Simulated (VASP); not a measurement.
The system is Al2Ru.

```
Al Ru
1.0
     0.00000    3.98984    4.39153
     2.35247    0.00000    4.39153
     2.35247    3.98984    0.00000
Al Ru
4 2
Direct
  0.07906 0.42094 0.07906
  0.42094 0.07906 0.42094
  0.17094 0.82906 0.17094
  0.82906 0.17094 0.82906
  0.75000 0.75000 0.75000
  0.50000 0.50000 0.50000
```

- Program: VASP 6.6.1
- Task: relaxation of cell and atoms
- Functional: LDA
- Potentials or basis: VASP PAW LDA potentials, release 64 (Al, Ru_pv)
- Cutoff: 600 eV
- k mesh: 10 × 10 × 10
- Occupations: gaussian, width 0.01 eV
- Spin: no spin polarisation

At the start: pressure -4.3 GPa; volume 13.74 Å³/atom.

Q: Where does the relaxation end?

A: Over 6 steps the energy falls by 4.5 meV/atom and the volume is 13.42 Å³/atom (-2.3 %); space group Fddd (No. 70, to 0.1 Å) before and after.

Step by step:
| step | energy change (eV) | largest force (eV/Å) | pressure (GPa) | volume (Å³) |
| --- | --- | --- | --- | --- |
| 1 | 0.0000 | 0.0471 | -4.34 | 82.44 |
| 2 | 0.0203 | 0.0600 | 6.32 | 78.08 |
| 3 | -0.0270 | 0.0030 | -0.03 | 80.52 |
| 4 | -0.0270 | 0.0020 | 0.05 | 80.48 |
| 5 | -0.0270 | 0.0024 | -0.05 | 80.53 |
| 6 | -0.0270 | 0.0023 | -0.03 | 80.52 |

Final structure:
```yaml
crystal:
  lattice:
    - [0.00000, 3.96122, 4.35455]
    - [2.33387, 0.00000, 4.35455]
    - [2.33387, 3.96122, 0.00000]
  atoms:
    - { symbol: Al, position: [0.07893, 0.42107, 0.07893] }
    - { symbol: Al, position: [0.42107, 0.07893, 0.42107] }
    - { symbol: Al, position: [0.17107, 0.82893, 0.17107] }
    - { symbol: Al, position: [0.82893, 0.17107, 0.82893] }
    - { symbol: Ru, position: [0.75000, 0.75000, 0.75000] }
    - { symbol: Ru, position: [0.50000, 0.50000, 0.50000] }
```
